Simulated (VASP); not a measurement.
# ZnS (F-43m) in VASP: a series of runs, part 2 of 2

VASP 6.6.1.

### 4 Electric field gradients, PBEsol (volume scaled by 0.99)

The input, INCAR:

```
  PREC = Accurate
  ENCUT = 520
  EDIFF = 1E-8
  ISMEAR = -1
  SIGMA = 0.01
  LREAL = False
  LASPH = True
  NELM = 60
  ALGO = Normal
  ISIF = 2
  LWAVE = False
  LCHARG = False
  GGA = PS
  LEFG = True
  NBANDS = 16
```

The input, KPOINTS:

```
regular mesh
0
Gamma
  8 8 8
```

The input, POSCAR:

```
ZnS
1.0
    0.0000000000      2.6956042803      2.6956042803
    2.6956042803      0.0000000000      2.6956042803
    2.6956042803      2.6956042803      0.0000000000
Zn S
1 1
Direct
    0.0000000000      0.0000000000      0.0000000000
    0.7500000000      0.7500000000      0.7500000000
```

Potentials or basis: VASP PAW PBE potentials, release 64 (Zn, S).

Started as:

```
$ cat potpaw_PBE.64/Zn/POTCAR potpaw_PBE.64/S/POTCAR > POTCAR
$ mpirun -np 1 vasp_std > vasp.out
```

OUTCAR:

```text
PREC = Accurate
   ENCUT = 520
   EDIFF = 1E-8
   ISMEAR = -1
   LREAL = False
   LASPH = True
   NELM = 60
   ISIF = 2
   GGA = PS

 ion  position               nearest neighbor table
   1  0.000  0.000  0.000-   2 2.33   2 2.33   2 2.33   2 2.33
   2  0.750  0.750  0.750-   1 2.33   1 2.33   1 2.33   1 2.33

  LATTYP: Found a face centered cubic cell.
 ALAT       =     5.3912085606

  Lattice vectors:

 A1 = (   0.0000000000,   2.6956042803,   2.6956042803)
 A2 = (   2.6956042803,   0.0000000000,   2.6956042803)
 A3 = (   2.6956042803,   2.6956042803,   0.0000000000)

Analysis of symmetry for initial positions (statically):
=====================================================================
 Subroutine PRICEL returns:
 Original cell was already a primitive cell.

 Routine SETGRP: Setting up the symmetry group for a
 face centered cubic supercell.

 Subroutine GETGRP returns: Found 24 space group operations
 (whereof 24 operations were pure point group operations)
 out of a pool of 48 trial point group operations.

The static configuration has the point symmetry T_d .

Analysis of symmetry for dynamics (positions and initial velocities):
=====================================================================
 Subroutine PRICEL returns:
 Original cell was already a primitive cell.

 Routine SETGRP: Setting up the symmetry group for a
 face centered cubic supercell.

 Subroutine GETGRP returns: Found 24 space group operations
 (whereof 24 operations were pure point group operations)
 out of a pool of 48 trial point group operations.

The dynamic configuration has the point symmetry T_d .

 Subroutine INISYM returns: Found 24 space group operations
 (whereof 24 operations are pure point group operations),
 and found     1 'primitive' translations

----------------------------------------------------------------------------------------

                                     Primitive cell

  volume of cell :      39.1740

  direct lattice vectors                    reciprocal lattice vectors
     0.000000000  2.695604280  2.695604280    -0.185487167  0.185487167  0.185487167
     2.695604280  0.000000000  2.695604280     0.185487167 -0.185487167  0.185487167
     2.695604280  2.695604280  0.000000000     0.185487167  0.185487167 -0.185487167

  length of vectors
     3.812160132  3.812160132  3.812160132     0.321273197  0.321273197  0.321273197

  position of ions in fractional coordinates (direct lattice)
     0.000000000  0.000000000  0.000000000
     0.750000000  0.750000000  0.750000000

  ion indices of the primitive-cell ions
   primitive index   ion index
                 1           1
                 2           2

----------------------------------------------------------------------------------------

 KPOINTS: regular mesh

Automatic generation of k-mesh.
 Grid dimensions read from file:
 generate k-points for:    8    8    8

 Generating k-lattice:

[... 62 lines left out ...]
   LREAL  =      F    real-space projection
   EDIFFG = 0.1E-06   stopping-criterion for IOM
   NSW    =      0    number of steps for IOM
   IBRION =     -1    ionic relax: 0-MD 1-quasi-New 2-CG
   NFREE  =      0    steps in history (QN), initial steepest desc. (CG)
   ISIF   =      2    stress and relaxation
   ISYM   =      2    0-nonsym 1-usesym 2-fastsym
   POTIM  = 0.5000    time-step for ionic-motion
   TEBEG  =    0.0;   TEEND  =   0.0 temperature during run
   PSTRESS=    0.0 pullay stress
   NELECT =      18.0000    total number of electrons
   NUPDOWN=      -1.0000    fix difference up-down
   EMIN   =  10.00;   EMAX   =-10.00  energy-range for DOS
   EFERMI =   0.00;   METHOD = LEGACY
   ISMEAR =    -1;   SIGMA  =   0.01  broadening in eV -4-tet -1-fermi 0-gaus
   EFERMI_NEDOS =   21; number of points for ismear=-14 and -15
   IALGO  =     38    algorithm
   IMIX   =      4    mixing-type and parameters
     AMIX     =   0.40;   BMIX     =  1.00
     AMIX_MAG =   1.60;   BMIX_MAG =  1.00
  volume/ion in A,a.u.               =      19.59       132.18
  Fermi-wavevector in a.u.,A,eV,Ry     =   1.263280  2.387253 21.713207  1.595876
  Thomas-Fermi vector in A             =   2.396645
   LORBIT       =      0    0 simple, 1 ext, 2 COOP (PROOUT), +10 PAW based schemes
   GGA     = PS    functional components
   LHFCALC =     F    Hartree Fock is set to
   AEXX    =    0.0000 exact exchange contribution
   IVDW    =     0    specifies the selected vdW correction
   LEPSILON=     F    determine dielectric tensor
   LRPA    =     F    only Hartree local field effects (RPA)
 non-spin polarized calculation
  energy-cutoff  :      520.00
  volume of cell :       39.17
 maximum number of plane-waves:      1067
   NGX = 15   NGY = 15   NGZ = 15

 number of electron      18.0000005 magnetization

 Free energy of the ion-electron system (eV)
  ---------------------------------------------------
  ext. energy  EPLUGINS =         0.00000000
  ---------------------------------------------------
  free energy    TOTEN  =        -7.58616733 eV

  energy without entropy =       -7.58616733  energy(sigma->0) =       -7.58616733

 E-fermi :   2.3517     XC(G=0):  -9.8830

 val. band max:        2.0798496784   @ k =   0.0000   0.0000   0.0000
 cond. band min:       4.0884447124   @ k =   0.0000   0.0000   0.0000
 fundamental gap:      2.0085950341
 Fermi energy:         2.3517448916

 k-point     1 :       0.0000    0.0000    0.0000
  band No.  band energies     occupation
      1     -11.1252      2.00000
      2      -4.3202      2.00000
      3      -4.3202      2.00000
      4      -4.3202      2.00000
      5      -3.8125      2.00000
      6      -3.8125      2.00000
[... 433 lines left out ...]
      3      -4.1336      2.00000
      4      -3.8724      2.00000
      5      -3.8004      2.00000
      6      -3.5378      2.00000
[... 8 lines left out ...]
     15      15.4595      0.00000
     16      16.3257      0.00000

 [... further k-points ...]
[... 5 lines left out ...]
  --------------------------------------------------------------------------------------
  -------------------------------------------------------------------------------------
  Total       -0.3124422     -0.3124422     -0.3124422      0.0000000     -0.0000000      0.0000000
  in kB      -12.7785594    -12.7785594    -12.7785594      0.0000000     -0.0000000      0.0000000
  external PRESSURE =     -12.7785594 kB  Pullay stress =       0.0000000 kB

 VOLUME and BASIS-vectors are now :
 -----------------------------------------------------------------------------
  energy-cutoff  :      520.00
  volume of cell :       39.17
      direct lattice vectors                 reciprocal lattice vectors
     0.000000000  2.695604280  2.695604280    -0.185487167  0.185487167  0.185487167
     2.695604280  0.000000000  2.695604280     0.185487167 -0.185487167  0.185487167
     2.695604280  2.695604280  0.000000000     0.185487167  0.185487167 -0.185487167

 POSITION                                       TOTAL-FORCE (eV/Angst)
 -----------------------------------------------------------------------------------
      0.00000      0.00000      0.00000         0.000000      0.000000      0.000000
      4.04341      4.04341      4.04341        -0.000000     -0.000000     -0.000000
 -----------------------------------------------------------------------------------
    total drift:                               -0.000001     -0.000001     -0.000001

  FREE ENERGIE OF THE ION-ELECTRON SYSTEM (eV)
  ---------------------------------------------------
  free  energy   TOTEN  =        -7.5861673256 eV

  energy  without entropy=       -7.5861673256  energy(sigma->0) =       -7.58616733

 Electric field gradients (V/A^2)
---------------------------------------------------------------------
 ion       V_xx      V_yy      V_zz      V_xy      V_xz      V_yz
---------------------------------------------------------------------
   1       0.000     0.000    -0.000    -0.003    -0.003    -0.003
   2       0.000    -0.000     0.000    -0.000    -0.000    -0.000
---------------------------------------------------------------------

 Electric field gradients after diagonalization (V/A^2)
 (convention: |V_zz| > |V_xx| > |V_yy|)
----------------------------------------------------------------------
 ion       V_xx      V_yy      V_zz     asymmetry (V_yy - V_xx)/ V_zz
----------------------------------------------------------------------
   1       0.003     0.003    -0.005       0.000
   2       0.000     0.000    -0.000       0.000
----------------------------------------------------------------------

           NMR quadrupolar parameters

 Cq : quadrupolar parameter    Cq=e*Q*V_zz/h
 eta: asymmetry parameters     (V_yy - V_xx)/ V_zz
 Q  : nuclear electric quadrupole moment in mb (millibarn)
----------------------------------------------------------------------
 ion       Cq(MHz)       eta       Q (mb)
----------------------------------------------------------------------
   1      -0.000       0.000       1.000
   2      -0.000       0.000       1.000
----------------------------------------------------------------------
```

Run time: 8.4 s. Hardware: 1 thread of AMD EPYC 9R45 (Zen 5), shared host; peak memory 0.13 GiB.

What came out:

```
Free energy            : -7.5862 eV
Pressure               : -1.3 GPa
Band gap on the k mesh : 2.01 eV, direct
```

Caveat: without QUAD_EFG the Cq values of the log hold for a quadrupole moment of 1 mb, not for the nuclei; the PAW data sets were made with another functional, which shifts forces and pressure a little.

### 5 Electric field gradients, PBEsol (volume scaled by 1.02)

The input, INCAR:

```
ALGO = Normal
EDIFF = 1E-8
ENCUT = 520
GGA = PS
ISIF = 2
ISMEAR = -1
LASPH = T
LCHARG = F
LEFG = T
LREAL = F
LWAVE = F
NBANDS = 16
NELM = 80
PREC = Accurate
SIGMA = 0.01
```

The input, KPOINTS:

```
k-points
0
Gamma
  8 8 8
```

The input, POSCAR:

```
ZnS
1.0
    0.0000000000      2.7225621114      2.7225621114
    2.7225621114      0.0000000000      2.7225621114
    2.7225621114      2.7225621114      0.0000000000
Zn S
1 1
Direct
    0.0000000000      0.0000000000      0.0000000000
    0.7500000000      0.7500000000      0.7500000000
```

Potentials or basis: VASP PAW PBE potentials, release 64 (Zn, S).

Started as:

```
$ cat potpaw_PBE.64/Zn/POTCAR potpaw_PBE.64/S/POTCAR > POTCAR
$ mpirun -np 1 vasp_std > vasp.out
```

OUTCAR:

```text
EDIFF = 1E-8
   ENCUT = 520
   GGA = PS
   ISIF = 2
   ISMEAR = -1
   LASPH = T
   LREAL = F
   NELM = 80
   PREC = Accurate

 ion  position               nearest neighbor table
   1  0.000  0.000  0.000-   2 2.36   2 2.36   2 2.36   2 2.36
   2  0.750  0.750  0.750-   1 2.36   1 2.36   1 2.36   1 2.36

  LATTYP: Found a face centered cubic cell.
 ALAT       =     5.4451242228

  Lattice vectors:

 A1 = (   0.0000000000,   2.7225621114,   2.7225621114)
 A2 = (   2.7225621114,   0.0000000000,   2.7225621114)
 A3 = (   2.7225621114,   2.7225621114,   0.0000000000)

[... 667 lines left out ...]
  free  energy   TOTEN  =        -7.5691988730 eV

  energy  without entropy=       -7.5691988730  energy(sigma->0) =       -7.56919887

 Electric field gradients (V/A^2)
---------------------------------------------------------------------
 ion       V_xx      V_yy      V_zz      V_xy      V_xz      V_yz
---------------------------------------------------------------------
   1      -0.000    -0.000    -0.000     0.004     0.004     0.004
   2       0.000     0.000    -0.000    -0.000    -0.000    -0.000
---------------------------------------------------------------------

 Electric field gradients after diagonalization (V/A^2)
 (convention: |V_zz| > |V_xx| > |V_yy|)
----------------------------------------------------------------------
 ion       V_xx      V_yy      V_zz     asymmetry (V_yy - V_xx)/ V_zz
----------------------------------------------------------------------
   1      -0.004    -0.004     0.008       0.000
   2       0.000     0.000    -0.000       0.000
----------------------------------------------------------------------

           NMR quadrupolar parameters

 Cq : quadrupolar parameter    Cq=e*Q*V_zz/h
 eta: asymmetry parameters     (V_yy - V_xx)/ V_zz
 Q  : nuclear electric quadrupole moment in mb (millibarn)
----------------------------------------------------------------------
 ion       Cq(MHz)       eta       Q (mb)
----------------------------------------------------------------------
   1       0.000       0.000       1.000
   2      -0.000       0.000       1.000
----------------------------------------------------------------------
```

OSZICAR:

```text
N       E                     dE             d eps       ncg     rms          rms(c)
DAV:   1     0.899332426631E+02    0.89933E+02   -0.89773E+03   928   0.136E+03
DAV:   2    -0.192324752542E+01   -0.91856E+02   -0.86145E+02  1048   0.262E+02
DAV:   3    -0.790910852722E+01   -0.59859E+01   -0.59548E+01  1168   0.652E+01
DAV:   4    -0.797124223359E+01   -0.62134E-01   -0.62119E-01  1200   0.694E+00
DAV:   5    -0.797196248118E+01   -0.72025E-03   -0.72024E-03  1112   0.713E-01    0.637E+00
DAV:   6    -0.759159771142E+01    0.38036E+00   -0.77962E-01  1352   0.318E+01    0.504E+00
DAV:   7    -0.757260424906E+01    0.18993E-01   -0.22091E-01  1072   0.458E+00    0.244E+00
DAV:   8    -0.756927084382E+01    0.33334E-02   -0.47500E-03  1312   0.834E-01    0.568E-01
DAV:   9    -0.756911646046E+01    0.15438E-03   -0.92169E-04  1144   0.262E-01    0.961E-02
DAV:  10    -0.756920647708E+01   -0.90017E-04   -0.15140E-04  1120   0.935E-02    0.277E-02
DAV:  11    -0.756919861973E+01    0.78574E-05   -0.26610E-05  1120   0.468E-02    0.670E-03
DAV:  12    -0.756919889324E+01   -0.27351E-06   -0.23952E-06  1144   0.206E-02    0.381E-03
DAV:  13    -0.756919886218E+01    0.31054E-07   -0.30598E-07  1144   0.472E-03    0.827E-04
DAV:  14    -0.756919887593E+01   -0.13746E-07   -0.26236E-08  1152   0.346E-03    0.102E-03
DAV:  15    -0.756919887302E+01    0.29081E-08   -0.11612E-08   928   0.174E-03
   1 F= -.75691989E+01 E0= -.75691989E+01  d E =-.430122E-11
```

stdout:

```text
POSCAR found type information on POSCAR ZnS
 POSCAR found :  2 types and       2 ions
 scaLAPACK will be used
 -----------------------------------------------------------------------------
|                                                                             |
|                                                                             |
|     You enforced a specific xc type in the INCAR file but a different       |
|     I HOPE YOU KNOW WHAT YOU ARE DOING!                                     |
|                                                                             |
 -----------------------------------------------------------------------------

 LDA part: xc-table for (Slater+PW92), standard interpolation
 POSCAR, INCAR and KPOINTS ok, starting setup
 FFT: planning ... GRIDC
 FFT: planning ... GRID_SOFT
 FFT: planning ... GRID
 WAVECAR not read
 entering main loop
ion   1

ion   2
```

Run time: 10 s. Hardware: 1 thread of AMD EPYC 9R45 (Zen 5), shared host; peak memory 0.14 GiB.

What came out:

* Free energy: -7.5692 eV
* Pressure: -3.3 GPa
* Band gap on the k mesh: 1.88 eV, direct

Caveat: without QUAD_EFG the Cq values of the log hold for a quadrupole moment of 1 mb, not for the nuclei; the PAW data sets were made with another functional, which shifts forces and pressure a little.

### 6 Summary

```tsv
cell	gap on the mesh (eV)	pressure (GPa)
a = 3.838 Å, angles 60.0°, 2 atoms	1.92	-2.7
a = 3.812 Å, angles 60.0°, 2 atoms	2.01	-1.3
a = 3.850 Å, angles 60.0°, 2 atoms	1.88	-3.3
```

Alike in all rows: task electric field gradients; level PBEsol; potentials or basis VASP PAW PBE potentials, release 64 (Zn, S); no spin polarisation; k mesh 8 × 8 × 8; cutoff (eV) 520; smearing fermi-dirac 0.01 eV.

Caveats: the PAW data sets were made with another functional, which shifts forces and pressure a little.

Absolute energies hang on the potentials; compare differences alone.
